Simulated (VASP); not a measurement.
# NiO in VASP: a series of runs, part 2 of 3

VASP 6.6.1. The steps go on from the part before.

## 3. Electric field gradients, PBE, collinear spin, ferromagnetic start (equal xy, yz and zx shear strains of +2 %)

Contents of INCAR:

```
  ALGO = Normal
  EDIFF = 1E-8
  ENCUT = 520
  GGA = PE
  ISIF = 2
  ISMEAR = -1
  ISPIN = 2
  LASPH = T
  LCHARG = F
  LEFG = T
  LMAXMIX = 4
  LORBIT = 11
  LREAL = F
  LWAVE = F
  MAGMOM = 1.5 0
  NBANDS = 19
  NELM = 150
  PREC = Accurate
  SIGMA = 0.03
```

Contents of KPOINTS:

```
k-points
0
Gamma
  17 17 17
```

Contents of POSCAR:

```
NiO
1.0
    0.0418262000      2.1122231000      2.1122231000
    2.1122231000      0.0418262000      2.1122231000
    2.1122231000      2.1122231000      0.0418262000
Ni O
1 1
Direct
    0.0000000000      0.0000000000      0.0000000000
    0.5000000000      0.5000000000      0.5000000000
```

Potentials or basis: VASP PAW PBE potentials, release 64 (Ni, O).

On the command line:

```
$ cat potpaw_PBE.64/Ni/POTCAR potpaw_PBE.64/O/POTCAR > POTCAR
$ mpirun -np 1 vasp_std > vasp.out
```

OUTCAR:

```text
EDIFF = 1E-8
   ENCUT = 520
   GGA = PE
   ISIF = 2
   ISMEAR = -1
   ISPIN = 2
   LASPH = T
   LORBIT = 11
   LREAL = F
   NELM = 150
   PREC = Accurate

 ion  position               nearest neighbor table
   1  0.000  0.000  0.000-   2 2.09   2 2.09   2 2.09   2 2.09   2 2.09   2 2.09
   2  0.500  0.500  0.500-   1 2.09   1 2.09   1 2.09   1 2.09   1 2.09   1 2.09

  LATTYP: Found a trigonal (rhomboedric) cell.
 ALAT       =     2.9874273680
 COS(alpha) =     0.5197000882

  Lattice vectors:

 A1 = (   0.0418262000,   2.1122231000,   2.1122231000)
 A2 = (   2.1122231000,   0.0418262000,   2.1122231000)
 A3 = (   2.1122231000,   2.1122231000,   0.0418262000)

Analysis of symmetry for initial positions (statically):
=====================================================================
 Subroutine PRICEL returns:
 Original cell was already a primitive cell.

 Routine SETGRP: Setting up the symmetry group for a
 trigonal (rhombohedral) supercell.

 Subroutine GETGRP returns: Found 12 space group operations
 (whereof 12 operations were pure point group operations)
 out of a pool of 12 trial point group operations.

The static configuration has the point symmetry D_3d.

Analysis of symmetry for dynamics (positions and initial velocities):
=====================================================================
 Subroutine PRICEL returns:
 Original cell was already a primitive cell.

 Routine SETGRP: Setting up the symmetry group for a
 trigonal (rhombohedral) supercell.

 Subroutine GETGRP returns: Found 12 space group operations
 (whereof 12 operations were pure point group operations)
 out of a pool of 12 trial point group operations.

The dynamic configuration has the point symmetry D_3d.

Analysis of structural, dynamic, and magnetic symmetry:
=====================================================================
 Subroutine PRICEL returns:
 Original cell was already a primitive cell.

 Routine SETGRP: Setting up the symmetry group for a
 trigonal (rhombohedral) supercell.

 Subroutine GETGRP returns: Found 12 space group operations
 (whereof 12 operations were pure point group operations)
 out of a pool of 12 trial point group operations.

The overall configuration has the point symmetry D_3d.

 Subroutine INISYM returns: Found 12 space group operations
 (whereof 12 operations are pure point group operations),
 and found     1 'primitive' translations

----------------------------------------------------------------------------------------

                                     Primitive cell

  volume of cell :      18.2876

  direct lattice vectors                    reciprocal lattice vectors
     0.041826200  2.112223100  2.112223100    -0.243867232  0.239131946  0.239131946
     2.112223100  0.041826200  2.112223100     0.239131946 -0.243867232  0.239131946
     2.112223100  2.112223100  0.041826200     0.239131946  0.239131946 -0.243867232

  length of vectors
     2.987427368  2.987427368  2.987427368     0.416940525  0.416940525  0.416940525

[... 109 lines left out ...]
   LEPSILON=     F    determine dielectric tensor
   LRPA    =     F    only Hartree local field effects (RPA)
 spin polarized calculation
  energy-cutoff  :      520.00
  volume of cell :       18.29
 maximum number of plane-waves:       531
   NGX = 11   NGY = 11   NGZ = 11

 number of electron      15.9999999 magnetization       1.7108608

 Free energy of the ion-electron system (eV)
  ---------------------------------------------------
  ext. energy  EPLUGINS =         0.00000000
  ---------------------------------------------------
  free energy    TOTEN  =       -11.47151341 eV

  energy without entropy =      -11.46802021  energy(sigma->0) =      -11.46976681

 E-fermi :   7.8549     XC(G=0): -12.6568

 val. band max:        7.8544321012   @ k =  -0.1176   0.0588   0.0588
 cond. band min:       7.8552501021   @ k =  -0.0588   0.0588   0.0588
 fundamental gap:      0.0008180009
 Fermi energy:         7.8548930736

 spin component 1

 k-point     1 :       0.0000    0.0000    0.0000
  band No.  band energies     occupation
      1     -12.4951      1.00000
      2       4.7145      1.00000
      3       4.7413      1.00000
      4       4.7413      1.00000
      5       4.9276      1.00000
      6       4.9276      1.00000
[... 517 lines left out ...]
     18      35.7106      0.00000
     19      37.0598      0.00000

 [... further k-points ...]

 spin component 2

 k-point     1 :       0.0000    0.0000    0.0000
  band No.  band energies     occupation
      1     -12.0724      1.00000
      2       5.1927      1.00000
      3       5.4221      1.00000
      4       5.4221      1.00000
      5       5.9143      1.00000
      6       6.0454      1.00000
[... 517 lines left out ...]
     18      36.2625      0.00000
     19      37.6489      0.00000

 [... further k-points ...]

------------------------ aborting loop because EDIFF is reached ----------------------------------------

  FORCE on cell =-STRESS in cart. coord.  units (eV):
  Direction    XX          YY          ZZ          XY          YZ          ZX
  --------------------------------------------------------------------------------------
  -------------------------------------------------------------------------------------
  Total        0.4322192      0.4322192      0.4322192     -0.1334324     -0.1334324     -0.1334324
  in kB       37.8668220     37.8668220     37.8668220    -11.6900383    -11.6900383    -11.6900383
  external PRESSURE =      37.8668220 kB  Pullay stress =       0.0000000 kB

 VOLUME and BASIS-vectors are now :
 -----------------------------------------------------------------------------
  energy-cutoff  :      520.00
  volume of cell :       18.29
      direct lattice vectors                 reciprocal lattice vectors
     0.041826200  2.112223100  2.112223100    -0.243867232  0.239131946  0.239131946
     2.112223100  0.041826200  2.112223100     0.239131946 -0.243867232  0.239131946
     2.112223100  2.112223100  0.041826200     0.239131946  0.239131946 -0.243867232

 POSITION                                       TOTAL-FORCE (eV/Angst)
 -----------------------------------------------------------------------------------
      0.00000      0.00000      0.00000         0.000000      0.000000     -0.000000
      2.13314      2.13314      2.13314        -0.000000      0.000000      0.000000
 -----------------------------------------------------------------------------------
    total drift:                                0.000000     -0.000000     -0.000000

  FREE ENERGIE OF THE ION-ELECTRON SYSTEM (eV)
  ---------------------------------------------------
  free  energy   TOTEN  =       -11.4715134149 eV

  energy  without entropy=      -11.4680202126  energy(sigma->0) =      -11.46976681

 Electric field gradients (V/A^2)
---------------------------------------------------------------------
 ion       V_xx      V_yy      V_zz      V_xy      V_xz      V_yz
---------------------------------------------------------------------
   1       0.000    -0.000     0.000     2.479     2.479     2.479
   2       0.000    -0.000    -0.000     4.252     4.252     4.252
---------------------------------------------------------------------

 Electric field gradients after diagonalization (V/A^2)
 (convention: |V_zz| > |V_xx| > |V_yy|)
----------------------------------------------------------------------
 ion       V_xx      V_yy      V_zz     asymmetry (V_yy - V_xx)/ V_zz
----------------------------------------------------------------------
   1      -2.479    -2.479     4.958       0.000
   2      -4.252    -4.252     8.504       0.000
----------------------------------------------------------------------

           NMR quadrupolar parameters

 Cq : quadrupolar parameter    Cq=e*Q*V_zz/h
 eta: asymmetry parameters     (V_yy - V_xx)/ V_zz
 Q  : nuclear electric quadrupole moment in mb (millibarn)
----------------------------------------------------------------------
 ion       Cq(MHz)       eta       Q (mb)
----------------------------------------------------------------------
   1       0.012       0.000       1.000
   2       0.021       0.000       1.000
----------------------------------------------------------------------

 total charge

# of ion       s       p       d       tot
------------------------------------------
    1        0.330   0.401   8.248   8.980
    2        1.557   3.419   0.000   4.976
--------------------------------------------------
tot          1.888   3.820   8.248  13.955

 magnetization (x)

# of ion       s       p       d       tot
------------------------------------------
    1        0.011   0.015   1.384   1.411
    2        0.028   0.230   0.000   0.258
--------------------------------------------------
tot          0.039   0.245   1.384   1.669
```

OSZICAR:

```text
N       E                     dE             d eps       ncg     rms          rms(c)
DAV:   1     0.849589086509E+02    0.84959E+02   -0.70202E+03 39724   0.104E+03
DAV:   2    -0.848443338232E+01   -0.93443E+02   -0.81391E+02 38515   0.236E+02
[... 10 lines left out ...]
DAV:  13    -0.114715139388E+02   -0.33276E-05   -0.22636E-05 41272   0.485E-02    0.211E-02
DAV:  14    -0.114715130129E+02    0.92590E-06   -0.48742E-06 50409   0.382E-02    0.528E-03
DAV:  15    -0.114715133516E+02   -0.33872E-06   -0.90641E-07 40436   0.956E-03    0.222E-03
DAV:  16    -0.114715133931E+02   -0.41477E-07   -0.70453E-08 47860   0.553E-03    0.744E-04
DAV:  17    -0.114715134377E+02   -0.44592E-07   -0.50743E-08 43798   0.492E-03    0.863E-04
DAV:  18    -0.114715134214E+02    0.16347E-07   -0.10458E-08 24862   0.162E-03    0.595E-04
DAV:  19    -0.114715134149E+02    0.64852E-08   -0.23707E-09 19212   0.909E-04
   1 F= -.11471513E+02 E0= -.11469767E+02  d E =-.349320E-02  mag=     1.7108
```

It took 3.3 min on 1 thread of Intel Xeon Platinum 8488C (Sapphire Rapids), shared host; peak memory 0.37 GiB.

Results:

| Quantity | Value |
| --- | --- |
| Free energy | -11.4715 eV |
| Pressure | 3.8 GPa |
| Net moment | 1.71 μB per cell |
| Site moments | Ni +1.41; O +0.26 μB |
| Largest electric field gradient by atom | Ni +5.0; O +8.5 V/Å² |
| Valence electrons inside the program's atomic spheres | Ni 8.98; O 4.98 |

Stress tensor (GPa, compression positive):
```
 3.79 -1.17 -1.17
-1.17  3.79 -1.17
-1.17 -1.17  3.79
```

Electric field gradients, principal values (V/Å²):
```tsv
atom	least	middle	greatest (by size)
1 Ni	-2.479	-2.479	4.958
2 O	-4.252	-4.252	8.504
```

Caveat: the cell differs from its parent crystal (equal xy, yz and zx shear strains of +2 %); the cell stands under pressure; without QUAD_EFG the Cq values of the log hold for a quadrupole moment of 1 mb, not for the nuclei; a cell with one magnetic atom can't hold antiferromagnetic order, which such compounds often take; semilocal functionals often make such compounds metallic where correlation or magnetic order opens a gap, which also shifts bond lengths.

(Continued in part 3 of 3.)
